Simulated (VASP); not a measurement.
# BaS in VASP: further runs

The runs below take BaS through single point, with PBE, r2SCAN.

Program: VASP 6.6.1. These are calculated values, not measurements. Logs are shortened: lines on timing, memory, paths and dates and some standing lists are left out, and cuts for length are marked.

### Step 1. The cell of the first run

It takes space group Fm-3m (No. 225, cubic). Conventional cell: a = 6.745 Å, b = 6.745 Å, c = 6.745 Å, α = 90.00°, β = 90.00°, γ = 90.00°. Within 4.4 Å of Ba (site symmetry m-3m) lie 6 S at 3.37 Å. Within 4.4 Å of S (site symmetry m-3m) lie 6 Ba at 3.37 Å.

### Step 2. Single point, PBE (strain +5.0%)

INCAR reads:

```
PREC = Accurate
ENCUT = 520
EDIFF = 1E-7
ISMEAR = -1
SIGMA = 0.02
LREAL = False
LASPH = True
NELM = 100
ALGO = Normal
ISIF = 2
LWAVE = False
LCHARG = False
GGA = PE
NBANDS = 15
```

KPOINTS reads:

```
Automatic mesh
0
Gamma
  8 8 8
```

POSCAR reads:

```
BaS
1.0
    0.0000000000      3.3723856691      3.3723856691
    3.3723856691      0.0000000000      3.3723856691
    3.3723856691      3.3723856691      0.0000000000
Ba S
1 1
Direct
    0.0000000000      0.0000000000      0.0000000000
    0.5000000000      0.5000000000      0.5000000000
```

Potentials or basis: VASP PAW PBE potentials, release 64 (Ba_sv, S).

Launch:

```bash
cat potpaw_PBE.64/Ba_sv/POTCAR potpaw_PBE.64/S/POTCAR > POTCAR
mpirun -np 1 vasp_std > vasp.out
```

OUTCAR:

```text
PREC = Accurate
   ENCUT = 520
   EDIFF = 1E-7
   ISMEAR = -1
   LREAL = False
   LASPH = True
   NELM = 100
   ISIF = 2
   GGA = PE

 ion  position               nearest neighbor table
   1  0.000  0.000  0.000-   2 3.37   2 3.37   2 3.37   2 3.37   2 3.37   2 3.37
   2  0.500  0.500  0.500-   1 3.37   1 3.37   1 3.37   1 3.37   1 3.37   1 3.37

  LATTYP: Found a face centered cubic cell.
 ALAT       =     6.7447713382

  Lattice vectors:

 A1 = (   0.0000000000,   3.3723856691,   3.3723856691)
 A2 = (   3.3723856691,   0.0000000000,   3.3723856691)
 A3 = (   3.3723856691,   3.3723856691,   0.0000000000)

Analysis of symmetry for initial positions (statically):
[... 5 lines left out ...]
 face centered cubic supercell.

 Subroutine GETGRP returns: Found 48 space group operations
 (whereof 48 operations were pure point group operations)
 out of a pool of 48 trial point group operations.

The static configuration has the point symmetry O_h .

Analysis of symmetry for dynamics (positions and initial velocities):
[... 5 lines left out ...]
 face centered cubic supercell.

 Subroutine GETGRP returns: Found 48 space group operations
 (whereof 48 operations were pure point group operations)
 out of a pool of 48 trial point group operations.

The dynamic configuration has the point symmetry O_h .

 Subroutine INISYM returns: Found 48 space group operations
 (whereof 48 operations are pure point group operations),
 and found     1 'primitive' translations

----------------------------------------------------------------------------------------

                                     Primitive cell

  volume of cell :      76.7082

  direct lattice vectors                    reciprocal lattice vectors
     0.000000000  3.372385669  3.372385669    -0.148262995  0.148262995  0.148262995
     3.372385669  0.000000000  3.372385669     0.148262995 -0.148262995  0.148262995
     3.372385669  3.372385669  0.000000000     0.148262995  0.148262995 -0.148262995

  length of vectors
     4.769273551  4.769273551  4.769273551     0.256799040  0.256799040  0.256799040

  position of ions in fractional coordinates (direct lattice)
     0.000000000  0.000000000  0.000000000
     0.500000000  0.500000000  0.500000000

  ion indices of the primitive-cell ions
   primitive index   ion index
                 1           1
                 2           2

----------------------------------------------------------------------------------------

 KPOINTS: Automatic mesh

Automatic generation of k-mesh.
 Grid dimensions read from file:
 generate k-points for:    8    8    8

 Generating k-lattice:

  Cartesian coordinates                     Fractional coordinates (reciprocal lattice)
    -0.018532874  0.018532874  0.018532874     0.125000000  0.000000000  0.000000000
     0.018532874 -0.018532874  0.018532874     0.000000000  0.125000000  0.000000000
     0.018532874  0.018532874 -0.018532874     0.000000000  0.000000000  0.125000000

  Length of vectors
     0.032099880  0.032099880  0.032099880

  Shift w.r.t. Gamma in fractional coordinates (k-lattice)
     0.000000000  0.000000000  0.000000000

 Subroutine IBZKPT returns following result:
 ===========================================

 Found     29 irreducible k-points:

 Following reciprocal coordinates:
            Coordinates               Weight
  0.000000  0.000000  0.000000      1.000000
  0.125000  0.000000  0.000000      8.000000
  0.250000  0.000000  0.000000      8.000000
  0.375000  0.000000  0.000000      8.000000
  0.500000  0.000000  0.000000      4.000000
  0.125000  0.125000  0.000000      6.000000
[... 16 lines left out ...]
  0.500000  0.250000  0.125000     48.000000
 -0.375000  0.250000  0.125000     24.000000
 [... further k-points ...]
   k-points           NKPTS =     29   k-points in BZ     NKDIM =     29   number of bands    NBANDS=     15
   number of dos      NEDOS =    301   number of ions     NIONS =      2
   total plane-waves  NPLWV =  46656
   dimension x,y,z NGX =    36 NGY =   36 NGZ =   36
   dimension x,y,z NGXF=    72 NGYF=   72 NGZF=   72
   ions per type =               1   1
   NGX,Y,Z   is equivalent  to a cutoff of  12.55, 12.55, 12.55 a.u.
   NGXF,Y,Z  is equivalent  to a cutoff of  25.10, 25.10, 25.10 a.u.
 SYSTEM =  unknown system
   PREC   = accura    normal or accurate (medium, high low for compatibility)
   ISTART =      0    job   : 0-new  1-cont  2-samecut
   ICHARG =      2    charge: 1-file 2-atom 10-const
   ISPIN  =      1    spin polarized calculation?
   LNONCOLLINEAR =      F non collinear calculations
   LSORBIT =      F    spin-orbit coupling
   LASPH  =      T    aspherical Exc in radial PAW
   ENCUT  =  520.0 eV  38.22 Ry    6.18 a.u.   8.87  8.87  8.87*2*pi/ulx,y,z
   NELM   =    100;   NELMIN=  2; NELMDL= -5     # of ELM steps
   EDIFF  = 0.1E-06   stopping-criterion for ELM
   LREAL  =      F    real-space projection
   EDIFFG = 0.1E-05   stopping-criterion for IOM
   NSW    =      0    number of steps for IOM
   IBRION =     -1    ionic relax: 0-MD 1-quasi-New 2-CG
   NFREE  =      0    steps in history (QN), initial steepest desc. (CG)
   ISIF   =      2    stress and relaxation
   ISYM   =      2    0-nonsym 1-usesym 2-fastsym
   POTIM  = 0.5000    time-step for ionic-motion
   TEBEG  =    0.0;   TEEND  =   0.0 temperature during run
   PSTRESS=    0.0 pullay stress
   NELECT =      16.0000    total number of electrons
   NUPDOWN=      -1.0000    fix difference up-down
   EMIN   =  10.00;   EMAX   =-10.00  energy-range for DOS
   EFERMI =   0.00;   METHOD = LEGACY
   ISMEAR =    -1;   SIGMA  =   0.02  broadening in eV -4-tet -1-fermi 0-gaus
   EFERMI_NEDOS =   21; number of points for ismear=-14 and -15
   IALGO  =     38    algorithm
   IMIX   =      4    mixing-type and parameters
     AMIX     =   0.40;   BMIX     =  1.00
     AMIX_MAG =   1.60;   BMIX_MAG =  1.00
  volume/ion in A,a.u.               =      38.35       258.83
  Fermi-wavevector in a.u.,A,eV,Ry     =   0.970885  1.834706 12.825080  0.942617
  Thomas-Fermi vector in A             =   2.101056
   LORBIT       =      0    0 simple, 1 ext, 2 COOP (PROOUT), +10 PAW based schemes
   GGA     = PE    functional components
   LHFCALC =     F    Hartree Fock is set to
   AEXX    =    0.0000 exact exchange contribution
   IVDW    =     0    specifies the selected vdW correction
   LEPSILON=     F    determine dielectric tensor
   LRPA    =     F    only Hartree local field effects (RPA)
 non-spin polarized calculation
  energy-cutoff  :      520.00
  volume of cell :       76.71
 maximum number of plane-waves:      2120
   NGX = 17   NGY = 17   NGZ = 17

 number of electron      16.0000001 magnetization

 Free energy of the ion-electron system (eV)
  ---------------------------------------------------
  ext. energy  EPLUGINS =         0.00000000
  ---------------------------------------------------
  free energy    TOTEN  =       -10.06122063 eV

  energy without entropy =      -10.06122063  energy(sigma->0) =      -10.06122063

 E-fermi :   1.1056     XC(G=0):  -7.9690

 val. band max:        0.6926247335   @ k =   0.0000   0.0000   0.0000
 cond. band min:       3.0003620069   @ k =   0.5000   0.5000   0.0000
 fundamental gap:      2.3077372734
 Fermi energy:         1.1056435376

 k-point     1 :       0.0000    0.0000    0.0000
  band No.  band energies     occupation
      1     -25.9475      2.00000
      2     -11.0086      2.00000
      3     -11.0086      2.00000
      4     -11.0086      2.00000
      5      -9.4388      2.00000
      6       0.6926      2.00000
      7       0.6926      2.00000
      8       0.6926      2.00000
      9       3.5566      0.00000
     10       4.4781      0.00000
     11       4.4781      0.00000
     12       4.4781      0.00000
     13       5.2440      0.00000
     14       5.2440      0.00000
     15       9.1043      0.00000

 k-point     2 :       0.1250    0.0000    0.0000
  band No.  band energies     occupation
      1     -25.9447      2.00000
      2     -11.1131      2.00000
      3     -11.0121      2.00000
      4     -11.0121      2.00000
      5      -9.3224      2.00000
      6       0.3433      2.00000
      7       0.5419      2.00000
      8       0.5419      2.00000
      9       4.0331      0.00000
     10       4.5284      0.00000
     11       4.6693      0.00000
     12       4.6693      0.00000
     13       5.5912      0.00000
     14       5.5912      0.00000
     15       9.6118      0.00000

 k-point     3 :       0.2500    0.0000    0.0000
  band No.  band energies     occupation
      1     -25.9380      2.00000
      2     -11.3224      2.00000
      3     -11.0207      2.00000
      4     -11.0207      2.00000
      5      -9.0837      2.00000
      6      -0.2738      2.00000
      7       0.2324      2.00000
      8       0.2324      2.00000
      9       4.5850      0.00000
     10       5.1997      0.00000
     11       5.1997      0.00000
     12       5.2045      0.00000
     13       6.4739      0.00000
     14       6.4739      0.00000
     15      10.3766      0.00000
[... 343 lines left out ...]
 k-point    23 :       0.5000    0.2500    0.1250
  band No.  band energies     occupation
      1     -25.9277      2.00000
      2     -11.4122      2.00000
      3     -11.1063      2.00000
      4     -11.0532      2.00000
      5      -8.9917      2.00000
      6      -0.5394      2.00000
      7      -0.0194      2.00000
      8       0.2097      2.00000
      9       4.4455      0.00000
     10       5.6501      0.00000
     11       6.2597      0.00000
     12       6.3668      0.00000
     13       7.3512      0.00000
     14       8.3858      0.00000
     15       8.8806      0.00000

 k-point    24 :      -0.3750    0.2500    0.1250
  band No.  band energies     occupation
      1     -25.9255      2.00000
      2     -11.4421      2.00000
      3     -11.1120      2.00000
      4     -11.0649      2.00000
      5      -8.9625      2.00000
      6      -0.5608      2.00000
      7       0.0015      2.00000
      8       0.0191      2.00000
      9       5.0902      0.00000
     10       5.2222      0.00000
     11       6.6531      0.00000
     12       6.6843      0.00000
     13       7.6192      0.00000
     14       8.5197      0.00000
     15       8.8198      0.00000

 [... further k-points ...]
[... 5 lines left out ...]
  --------------------------------------------------------------------------------------
  -------------------------------------------------------------------------------------
  Total       -1.9363473     -1.9363473     -1.9363473     -0.0000000     -0.0000000     -0.0000000
  in kB      -40.4438174    -40.4438174    -40.4438174     -0.0000000     -0.0000000     -0.0000000
  external PRESSURE =     -40.4438174 kB  Pullay stress =       0.0000000 kB

 VOLUME and BASIS-vectors are now :
 -----------------------------------------------------------------------------
  energy-cutoff  :      520.00
  volume of cell :       76.71
      direct lattice vectors                 reciprocal lattice vectors
     0.000000000  3.372385669  3.372385669    -0.148262995  0.148262995  0.148262995
     3.372385669  0.000000000  3.372385669     0.148262995 -0.148262995  0.148262995
     3.372385669  3.372385669  0.000000000     0.148262995  0.148262995 -0.148262995

 POSITION                                       TOTAL-FORCE (eV/Angst)
 -----------------------------------------------------------------------------------
      0.00000      0.00000      0.00000        -0.000000     -0.000000      0.000000
      3.37239      3.37239      3.37239         0.000000      0.000000     -0.000000
 -----------------------------------------------------------------------------------
    total drift:                                0.000000      0.000000      0.000000

  FREE ENERGIE OF THE ION-ELECTRON SYSTEM (eV)
  ---------------------------------------------------
  free  energy   TOTEN  =       -10.0612206331 eV

  energy  without entropy=      -10.0612206331  energy(sigma->0) =      -10.06122063
```

It took 25 s on 1 thread of AMD EPYC 9R45 (Zen 5), shared host; peak memory 0.18 GiB.

What came out:

* Free energy: -10.0612 eV
* Pressure: -4.0 GPa
* Band gap on the k mesh: 2.31 eV, indirect (least direct gap 2.50 eV)

Caveat: the cell differs from its parent crystal (strain +5.0%); spin-orbit coupling is left out, which moves the levels of the heavy elements. A k mesh can miss the band edges.

### Step 3. Single point, r2SCAN

This run uses another cell than the first one, of 33.13 Å³/atom, 0.864 times its volume.

POSCAR reads:

```
BaS
1.0
    0.0000000000      3.2117958753      3.2117958753
    3.2117958753      0.0000000000      3.2117958753
    3.2117958753      3.2117958753      0.0000000000
Ba S
1 1
Direct
    0.0000000000      0.0000000000      0.0000000000
    0.5000000000      0.5000000000      0.5000000000
```

INCAR.step1 reads:

```
PREC = Accurate
ENCUT = 520
ISMEAR = 0
SIGMA = 0.01
LREAL = F
LASPH = T
NELM = 60
NBANDS = 15
GGA = PE
ALGO = Normal
EDIFF = 1E-4
LWAVE = T
LCHARG = F
```

INCAR.step2 reads:

```
PREC = Accurate
ENCUT = 520
EDIFF = 1E-6
ISMEAR = 0
SIGMA = 0.01
LREAL = F
LASPH = T
NELM = 60
ALGO = Normal
ISIF = 2
LWAVE = F
LCHARG = F
METAGGA = R2SCAN
LMIXTAU = T
NBANDS = 15
ISTART = 1
```

KPOINTS reads:

```
regular mesh
0
Gamma
  8 8 8
```

Potentials or basis: VASP PAW PBE potentials, release 64 (Ba_sv, S).

Launch:

```bash
cat potpaw_PBE.64/Ba_sv/POTCAR potpaw_PBE.64/S/POTCAR > POTCAR
cp INCAR.step1 INCAR
mpirun -np 1 vasp_std > vasp.out
cp INCAR.step2 INCAR
mpirun -np 1 vasp_std > vasp.out
```

OUTCAR:

```text
PREC = Accurate
   ENCUT = 520
   EDIFF = 1E-6
   ISMEAR = 0
   LREAL = F
   LASPH = T
   NELM = 60
   ISIF = 2
   METAGGA = R2SCAN
   ISTART = 1

 ion  position               nearest neighbor table
   1  0.000  0.000  0.000-   2 3.21   2 3.21   2 3.21   2 3.21   2 3.21   2 3.21
   2  0.500  0.500  0.500-   1 3.21   1 3.21   1 3.21   1 3.21   1 3.21   1 3.21

  LATTYP: Found a face centered cubic cell.
 ALAT       =     6.4235917506

  Lattice vectors:

 A1 = (   0.0000000000,   3.2117958753,   3.2117958753)
 A2 = (   3.2117958753,   0.0000000000,   3.2117958753)
 A3 = (   3.2117958753,   3.2117958753,   0.0000000000)

Analysis of symmetry for initial positions (statically):
[... 5 lines left out ...]
 face centered cubic supercell.

 Subroutine GETGRP returns: Found 48 space group operations
 (whereof 48 operations were pure point group operations)
 out of a pool of 48 trial point group operations.

The static configuration has the point symmetry O_h .

Analysis of symmetry for dynamics (positions and initial velocities):
[... 5 lines left out ...]
 face centered cubic supercell.

[... 156 lines left out ...]
 cond. band min:       3.6234409000   @ k =   0.5000   0.5000   0.0000
 fundamental gap:      2.4910979166
 Fermi energy:         1.2201031070

 k-point     1 :       0.0000    0.0000    0.0000
  band No.  band energies     occupation
      1     -25.7341      2.00000
      2     -10.3692      2.00000
      3     -10.3692      2.00000
      4     -10.3692      2.00000
      5      -9.6392      2.00000
      6       1.1323      2.00000
      7       1.1323      2.00000
      8       1.1323      2.00000
      9       5.2661      0.00000
     10       5.4367      0.00000
     11       5.4367      0.00000
     12       5.4367      0.00000
     13       6.4574      0.00000
     14       6.4574      0.00000
[... 401 lines left out ...]
      2     -11.3061      2.00000
      3     -10.5511      2.00000
      4     -10.4668      2.00000
      5      -8.6816      2.00000
      6      -0.3078      2.00000
      7       0.2921      2.00000
      8       0.3640      2.00000
      9       6.2394      0.00000
     10       6.4210      0.00000
     11       8.2655      0.00000
     12       8.5466      0.00000
     13       9.5679      0.00000
     14      10.4016      0.00000
     15      11.2073      0.00000

 [... further k-points ...]
[... 5 lines left out ...]
  --------------------------------------------------------------------------------------
  -------------------------------------------------------------------------------------
  Total        0.2426938      0.2426938      0.2426938      0.0000000      0.0000000      0.0000000
  in kB        5.8680735      5.8680735      5.8680735      0.0000000      0.0000000      0.0000000
  external PRESSURE =       5.8680735 kB  Pullay stress =       0.0000000 kB

 VOLUME and BASIS-vectors are now :
 -----------------------------------------------------------------------------
  energy-cutoff  :      520.00
  volume of cell :       66.26
      direct lattice vectors                 reciprocal lattice vectors
     0.000000000  3.211795875  3.211795875    -0.155676145  0.155676145  0.155676145
     3.211795875  0.000000000  3.211795875     0.155676145 -0.155676145  0.155676145
     3.211795875  3.211795875  0.000000000     0.155676145  0.155676145 -0.155676145

 POSITION                                       TOTAL-FORCE (eV/Angst)
 -----------------------------------------------------------------------------------
      0.00000      0.00000      0.00000         0.000000      0.000000     -0.000000
      3.21180      3.21180      3.21180        -0.000000     -0.000000      0.000000
 -----------------------------------------------------------------------------------
    total drift:                                0.000000      0.000000      0.000000

  FREE ENERGIE OF THE ION-ELECTRON SYSTEM (eV)
  ---------------------------------------------------
  free  energy   TOTEN  =       -39.2053925764 eV

  energy  without entropy=      -39.2053925764  energy(sigma->0) =      -39.20539258
```

OUTCAR.step1:

```text
PREC = Accurate
   ENCUT = 520
   ISMEAR = 0
   LREAL = F
   LASPH = T
[... 653 lines left out ...]
 -----------------------------------------------------------------------------------
      0.00000      0.00000      0.00000         0.000000     -0.000000      0.000000
      3.21180      3.21180      3.21180        -0.000000      0.000000     -0.000000
 -----------------------------------------------------------------------------------
    total drift:                                0.000000      0.000000      0.000000

  FREE ENERGIE OF THE ION-ELECTRON SYSTEM (eV)
  ---------------------------------------------------
  free  energy   TOTEN  =       -10.1920655490 eV

  energy  without entropy=      -10.1920655490  energy(sigma->0) =      -10.19206555
```

OSZICAR.step1:

```text
N       E                     dE             d eps       ncg     rms          rms(c)
DAV:   1     0.785807923249E+02    0.78581E+02   -0.66225E+03   870   0.915E+02
DAV:   2    -0.621302627943E+01   -0.84794E+02   -0.77044E+02  1224   0.170E+02
DAV:   3    -0.105991368825E+02   -0.43861E+01   -0.43565E+01  1171   0.393E+01
DAV:   4    -0.106766308360E+02   -0.77494E-01   -0.77479E-01  1126   0.542E+00
DAV:   5    -0.106790335155E+02   -0.24027E-02   -0.24026E-02  1254   0.782E-01    0.471E+00
DAV:   6    -0.101737889684E+02    0.50524E+00   -0.68875E-01  1003   0.499E+00    0.321E+00
DAV:   7    -0.101764543070E+02   -0.26653E-02   -0.18709E-01  1074   0.242E+00    0.210E+00
DAV:   8    -0.101904719135E+02   -0.14018E-01   -0.24619E-02   968   0.113E+00    0.198E-01
DAV:   9    -0.101911003994E+02   -0.62849E-03   -0.33199E-03  1136   0.421E-01    0.159E-01
DAV:  10    -0.101919666071E+02   -0.86621E-03   -0.99281E-04   926   0.209E-01    0.413E-02
DAV:  11    -0.101920655490E+02   -0.98942E-04   -0.12906E-04  1056   0.684E-02
   1 F= -.10192066E+02 E0= -.10192066E+02  d E =-.199283E-24
```

It took 1.7 min on 1 thread of AMD EPYC 9R45 (Zen 5), shared host; peak memory 0.19 GiB.

Results:

```
Free energy            : -39.2054 eV
Pressure               : 0.6 GPa
Band gap on the k mesh : 2.49 eV, indirect (least direct gap 2.63 eV)
```

Caveat: the PAW data sets were made with another functional, which shifts forces and pressure a little; spin-orbit coupling is left out, which moves the levels of the heavy elements.

(Continued in part 2 of 2.)
